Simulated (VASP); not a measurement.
# CaS (Fm-3m) in VASP: notebook

Runs on CaS. Level: PBEsol. Tasks: relaxation of cell and atoms, single point.

All numbers are computed with VASP 6.6.1; they aren't measurements. Logs are shortened: lines on timing, memory, paths and dates and some standing lists are left out, and cuts for length are marked.

## (1) The cell of the first run

The structure is cubic, space group Fm-3m (No. 225). Conventional cell: a = 5.634 Å, b = 5.634 Å, c = 5.634 Å, α = 90.00°, β = 90.00°, γ = 90.00°. Ca (site symmetry m-3m) has 6 S at 2.82 Å within 3.7 Å. S (site symmetry m-3m) has 6 Ca at 2.82 Å within 3.7 Å.

## (2) Relaxation of cell and atoms, PBEsol, target pressure 10 GPa, at which the enthalpy is minimised

Contents of INCAR:

```
SYSTEM = CaS
PREC = Accurate
ENCUT = 500
EDIFF = 1E-7
ISMEAR = 0
SIGMA = 0.01
LREAL = .FALSE.
LASPH = .TRUE.
NELM = 120
ALGO = Normal
ISIF = 3
LWAVE = .FALSE.
LCHARG = .FALSE.
GGA = PS
IBRION = 2
NSW = 100
EDIFFG = -0.002
PSTRESS = 100.0
GGA_COMPAT = .FALSE.
NELMIN = 4
```

Contents of KPOINTS:

```
Automatic mesh
0
G
  8 8 8
  0 0 0
```

Contents of POSCAR:

```
CaS
1.0
    2.8171705700      2.8171705700      0.0000000000
   -2.8171705700      2.8171705700      0.0000000000
    0.0000000000      2.8171705700      2.8171705700
Ca S
1 1
Direct
    0.0000000000      0.0000000000      0.0000000000
    0.5000000000      0.5000000000      0.0000000000
```

Potentials or basis: VASP PAW PBE potentials, release 64 (Ca_sv, S).

Command:

```bash
$ cat potpaw_PBE.64/Ca_sv/POTCAR potpaw_PBE.64/S/POTCAR > POTCAR
$ mpirun -np 1 vasp_std > vasp.out
```

OUTCAR:

```text
SYSTEM = CaS
   PREC = Accurate
   ENCUT = 500
   EDIFF = 1E-7
   ISMEAR = 0
   LREAL = .FALSE.
   LASPH = .TRUE.
   NELM = 120
   ISIF = 3
   GGA = PS
   IBRION = 2
   NSW = 100
   EDIFFG = -0.002
   PSTRESS = 100.0
   NELMIN = 4

 ion  position               nearest neighbor table
   1  0.000  0.000  0.000-   2 2.82   2 2.82   2 2.82   2 2.82   2 2.82   2 2.82
   2  0.500  0.500  0.000-   1 2.82   1 2.82   1 2.82   1 2.82   1 2.82   1 2.82

  LATTYP: Found a face centered cubic cell.
 ALAT       =     5.6343411400

  Lattice vectors:

 A1 = (   0.0000000000,   2.8171705700,   2.8171705700)
 A2 = (   2.8171705700,   0.0000000000,   2.8171705700)
 A3 = (   2.8171705700,   2.8171705700,   0.0000000000)

Analysis of symmetry for initial positions (statically):
=====================================================================
 Subroutine PRICEL returns:
 Original cell was already a primitive cell.

 Routine SETGRP: Setting up the symmetry group for a
 face centered cubic supercell.

 Subroutine GETGRP returns: Found 48 space group operations
 (whereof 48 operations were pure point group operations)
 out of a pool of 48 trial point group operations.

The static configuration has the point symmetry O_h .

Analysis of symmetry for dynamics (positions and initial velocities):
=====================================================================
 Subroutine PRICEL returns:
 Original cell was already a primitive cell.

 Routine SETGRP: Setting up the symmetry group for a
 face centered cubic supercell.

 Subroutine GETGRP returns: Found 48 space group operations
 (whereof 48 operations were pure point group operations)
 out of a pool of 48 trial point group operations.

The dynamic configuration has the point symmetry O_h .

 Subroutine INISYM returns: Found 48 space group operations
 (whereof 48 operations are pure point group operations),
 and found     1 'primitive' translations

----------------------------------------------------------------------------------------

                                     Primitive cell

  volume of cell :      44.7167

  direct lattice vectors                    reciprocal lattice vectors
     2.817170570  2.817170570  0.000000000     0.177483041  0.177483041 -0.177483041
    -2.817170570  2.817170570  0.000000000    -0.177483041  0.177483041 -0.177483041
     0.000000000  2.817170570  2.817170570     0.000000000  0.000000000  0.354966082

  length of vectors
     3.984080828  3.984080828  3.984080828     0.307409645  0.307409645  0.354966082

  position of ions in fractional coordinates (direct lattice)
     0.000000000  0.000000000  0.000000000
     0.500000000  0.500000000  0.000000000

  ion indices of the primitive-cell ions
   primitive index   ion index
                 1           1
                 2           2

----------------------------------------------------------------------------------------

 KPOINTS: Automatic mesh

Automatic generation of k-mesh.
 Grid dimensions read from file:
 generate k-points for:    8    8    8

 Generating k-lattice:

  Cartesian coordinates                     Fractional coordinates (reciprocal lattice)
     0.022185380  0.022185380 -0.022185380     0.125000000  0.000000000  0.000000000
    -0.022185380  0.022185380 -0.022185380     0.000000000  0.125000000  0.000000000
     0.000000000  0.000000000  0.044370760     0.000000000  0.000000000  0.125000000

  Length of vectors
     0.038426206  0.038426206  0.044370760

  Shift w.r.t. Gamma in fractional coordinates (k-lattice)
     0.000000000  0.000000000  0.000000000

 Subroutine IBZKPT returns following result:
 ===========================================

 Found     29 irreducible k-points:

 Following reciprocal coordinates:
            Coordinates               Weight
  0.000000  0.000000  0.000000      1.000000
  0.125000  0.000000  0.000000      8.000000
  0.250000  0.000000  0.000000      8.000000
  0.375000  0.000000  0.000000      8.000000
  0.500000  0.000000  0.000000      4.000000
  0.125000  0.125000  0.000000     12.000000
[... 16 lines left out ...]
  0.375000  0.250000  0.125000     48.000000
  0.500000  0.250000  0.125000     24.000000
 [... further k-points ...]
   k-points           NKPTS =     29   k-points in BZ     NKDIM =     29   number of bands    NBANDS=     12
   number of dos      NEDOS =    301   number of ions     NIONS =      2
   total plane-waves  NPLWV =  27000
   dimension x,y,z NGX =    30 NGY =   30 NGZ =   30
   dimension x,y,z NGXF=    60 NGYF=   60 NGZF=   60
   ions per type =               1   1
   NGX,Y,Z   is equivalent  to a cutoff of  12.52, 12.52, 12.52 a.u.
   NGXF,Y,Z  is equivalent  to a cutoff of  25.04, 25.04, 25.04 a.u.
 SYSTEM =  CaS
   PREC   = accura    normal or accurate (medium, high low for compatibility)
   ISTART =      0    job   : 0-new  1-cont  2-samecut
   ICHARG =      2    charge: 1-file 2-atom 10-const
   ISPIN  =      1    spin polarized calculation?
   LNONCOLLINEAR =      F non collinear calculations
   LSORBIT =      F    spin-orbit coupling
   LASPH  =      T    aspherical Exc in radial PAW
   ENCUT  =  500.0 eV  36.75 Ry    6.06 a.u.   7.26  7.26  7.26*2*pi/ulx,y,z
   NELM   =    120;   NELMIN=  4; NELMDL= -5     # of ELM steps
   EDIFF  = 0.1E-06   stopping-criterion for ELM
   LREAL  =      F    real-space projection
   EDIFFG = -.2E-02   stopping-criterion for IOM
   NSW    =    100    number of steps for IOM
   IBRION =      2    ionic relax: 0-MD 1-quasi-New 2-CG
   NFREE  =      1    steps in history (QN), initial steepest desc. (CG)
   ISIF   =      3    stress and relaxation
   ISYM   =      2    0-nonsym 1-usesym 2-fastsym
   POTIM  = 0.5000    time-step for ionic-motion
   TEBEG  =    0.0;   TEEND  =   0.0 temperature during run
   PSTRESS=  100.0 pullay stress
   NELECT =      16.0000    total number of electrons
   NUPDOWN=      -1.0000    fix difference up-down
   EMIN   =  10.00;   EMAX   =-10.00  energy-range for DOS
   EFERMI =   0.00;   METHOD = LEGACY
   ISMEAR =     0;   SIGMA  =   0.01  broadening in eV -4-tet -1-fermi 0-gaus
   EFERMI_NEDOS =   21; number of points for ismear=-14 and -15
   IALGO  =     38    algorithm
   IMIX   =      4    mixing-type and parameters
     AMIX     =   0.40;   BMIX     =  1.00
     AMIX_MAG =   1.60;   BMIX_MAG =  1.00
  volume/ion in A,a.u.               =      22.36       150.88
  Fermi-wavevector in a.u.,A,eV,Ry     =   1.162229  2.196294 18.378425  1.350776
  Thomas-Fermi vector in A             =   2.298792
   LORBIT       =      0    0 simple, 1 ext, 2 COOP (PROOUT), +10 PAW based schemes
   GGA     = PS    functional components
   LHFCALC =     F    Hartree Fock is set to
   AEXX    =    0.0000 exact exchange contribution
   IVDW    =     0    specifies the selected vdW correction
   LEPSILON=     F    determine dielectric tensor
   LRPA    =     F    only Hartree local field effects (RPA)
 conjugate gradient relaxation of ions
 non-spin polarized calculation
 Gauss-broadening in eV      SIGMA  =   0.01
  energy-cutoff  :      500.00
  volume of cell :       44.72
 maximum number of plane-waves:      1158
 NGX is ok and might be reduce to    30
   NGX = 15   NGY = 15   NGZ = 15

--------------------------------------- Ionic step        1  -------------------------------------------

 number of electron      16.0000000 magnetization

 Free energy of the ion-electron system (eV)
  ---------------------------------------------------
  ext. energy  EPLUGINS =         0.00000000
  ---------------------------------------------------
  free energy    TOTEN  =       -10.91599820 eV

  energy without entropy =      -10.91599820  energy(sigma->0) =      -10.91599820

 E-fermi :   2.9227     XC(G=0):  -9.6464

 val. band max:        2.8815931940   @ k =   0.0000   0.0000   0.0000
 cond. band min:       5.0355582934   @ k =   0.5000   0.5000   0.0000
 fundamental gap:      2.1539650993
 Fermi energy:         2.9227282148

 k-point     1 :       0.0000    0.0000    0.0000
  band No.  band energies     occupation
      1     -36.0055      2.00000
      2     -17.0718      2.00000
      3     -17.0718      2.00000
      4     -17.0718      2.00000
      5      -8.5577      2.00000
      6       2.8816      2.00000
      7       2.8816      2.00000
      8       2.8816      2.00000
      9       6.9571      0.00000
     10       6.9571      0.00000
     11       6.9571      0.00000
     12       7.0519      0.00000
[... 331 lines left out ...]
 k-point    24 :       0.5000    0.2500    0.1250
  band No.  band energies     occupation
      1     -35.9892      2.00000
      2     -17.2357      2.00000
      3     -17.1308      2.00000
      4     -17.1028      2.00000
      5      -7.7005      2.00000
      6       0.0972      2.00000
      7       1.2876      2.00000
      8       1.6337      2.00000
      9       7.8156      0.00000
     10       8.1657      0.00000
     11       9.4041      0.00000
     12       9.7388      0.00000

 [... further k-points ...]

------------------------ aborting loop because EDIFF is reached ----------------------------------------

  FORCE on cell =-STRESS in cart. coord.  units (eV):
  Direction    XX          YY          ZZ          XY          YZ          ZX
  --------------------------------------------------------------------------------------
  -------------------------------------------------------------------------------------
  Total        0.0418543      0.0418543      0.0418543      0.0000000      0.0000000      0.0000000
  in kB        1.4996184      1.4996184      1.4996184      0.0000000      0.0000000      0.0000000
  external PRESSURE =     -98.5003816 kB  Pullay stress =     100.0000000 kB
[... 175 lines left out ...]
  enthalpy is  TOTEN    =        -8.2994089847 eV   P V=        2.4715904308

--------------------------------------- Ionic step        6  -------------------------------------------

 number of electron      16.0000001 magnetization

 Free energy of the ion-electron system (eV)
  ---------------------------------------------------
  ext. energy  EPLUGINS =         0.00000000
  ---------------------------------------------------
  free energy    TOTEN  =       -10.76839815 eV

  energy without entropy =      -10.76839815  energy(sigma->0) =      -10.76839815

 E-fermi :   4.0059     XC(G=0): -10.1979

 val. band max:        3.8555530697   @ k =   0.0000   0.0000   0.0000
 cond. band min:       5.6347034045   @ k =   0.5000   0.5000   0.0000
 fundamental gap:      1.7791503348
 Fermi energy:         4.0058907048

 k-point     1 :       0.0000    0.0000    0.0000
  band No.  band energies     occupation
      1     -34.6592      2.00000
      2     -15.7404      2.00000
      3     -15.7404      2.00000
      4     -15.7404      2.00000
      5      -8.0431      2.00000
      6       3.8556      2.00000
      7       3.8556      2.00000
      8       3.8556      2.00000
      9       7.8257      0.00000
     10       7.8257      0.00000
     11       7.8257      0.00000
     12       8.6034      0.00000
[... 331 lines left out ...]
 k-point    24 :       0.5000    0.2500    0.1250
  band No.  band energies     occupation
      1     -34.6281      2.00000
      2     -16.0224      2.00000
      3     -15.8377      2.00000
      4     -15.7905      2.00000
      5      -6.9073      2.00000
      6       0.6761      2.00000
      7       1.9941      2.00000
      8       2.3500      2.00000
      9       8.9168      0.00000
     10       9.3002      0.00000
     11      10.7735      0.00000
     12      11.2659      0.00000

 [... further k-points ...]

------------------------ aborting loop because EDIFF is reached ----------------------------------------

  FORCE on cell =-STRESS in cart. coord.  units (eV):
  Direction    XX          YY          ZZ          XY          YZ          ZX
  --------------------------------------------------------------------------------------
  -------------------------------------------------------------------------------------
  Total        2.4696143      2.4696143      2.4696143     -0.0000000     -0.0000000      0.0000000
  in kB      100.0258740    100.0258740    100.0258740     -0.0000000     -0.0000000      0.0000000
  external PRESSURE =       0.0258740 kB  Pullay stress =     100.0000000 kB
[... 17 lines left out ...]
  FREE ENERGIE OF THE ION-ELECTRON SYSTEM (eV)
  ---------------------------------------------------
  free  energy   TOTEN  =       -10.7683981463 eV

  energy  without entropy=      -10.7683981463  energy(sigma->0) =      -10.76839815

  enthalpy is  TOTEN    =        -8.2994226517 eV   P V=        2.4689754946

 reached required accuracy - stopping structural energy minimisation
```

It used 66 s of CPU time on 1 thread of Intel(R) Xeon(R) Platinum 8259CL CPU @ 2.50GHz (Skylake/Cascade Lake) (shared host).

Results:

| Property | Result |
| --- | --- |
| Free energy | -10.7684 eV |
| Relaxed volume | 19.78 Å³/atom |
| Relaxed cell | a = 3.825 Å, b = 3.825 Å, c = 3.825 Å, α = 60.00°, β = 60.00°, γ = 90.00° |
| Space group after relaxing (to 0.1 Å) | Fm-3m (No. 225) |
| Energy change on relaxing (the run minimises the enthalpy) | +73.8 meV/atom |
| Ionic steps | 6 |
| Pressure after relaxing | 10.0 GPa |
| Band gap on the k mesh | 1.78 eV (least direct gap 2.70 eV) |

The path:
```tsv
step	energy change (eV)	largest force (eV/Å)	pressure (GPa)	volume (Å³)
1	0.0000	0.0000	0.15	44.72
2	0.4351	0.0000	19.77	36.40
3	0.1452	0.0000	9.91	39.60
4	0.1514	0.0000	10.16	39.50
5	0.1450	0.0000	9.90	39.60
6	0.1476	0.0000	10.00	39.56
```

Final structure:
```xyz
2
Lattice="2.7044 2.7044 0.0000 -2.7044 2.7044 0.0000 0.0000 2.7044 2.7044" Properties=species:S:1:pos:R:3 pbc="T T T"
Ca    0.0000    2.7044    2.7044
S     0.0000    2.7044    0.0000
```

Caveat: the cell is relaxed towards a set pressure, so the run minimises the enthalpy, not the energy; the PAW data sets were made with another functional, which shifts forces and pressure a little.

(Part 1 of 2 ends here.)
